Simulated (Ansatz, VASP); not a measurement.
C in VASP and in Ansatz

```
CELL_PARAMETERS angstrom
0.00000 1.78340 1.78340
1.78340 0.00000 1.78340
1.78340 1.78340 0.00000
ATOMIC_POSITIONS crystal
C 0.50000 0.50000 0.50000
C 0.75000 0.75000 0.75000
```

Alike in both runs: task single point; functional PBE; k mesh 16 × 16 × 16; occupations fermi-dirac, width 0.03 eV; no spin polarisation.

|  | VASP | Ansatz |
| --- | --- | --- |
| version | VASP 6.6.1 | Ansatz 0.2.0 |
| potentials or method | VASP PAW PBE potentials, release 64 (C), cutoff 520 eV | all-electron LAPW, scalar-relativistic |

```csv
,VASP,Ansatz,Ansatz less VASP
gap on the k mesh at the Fermi level (eV),4.13,4.14,+0.009
pressure (GPa),2.4,1.7,-0.70
```

Ansatz ran all-electron here, and VASP with PAW potentials.
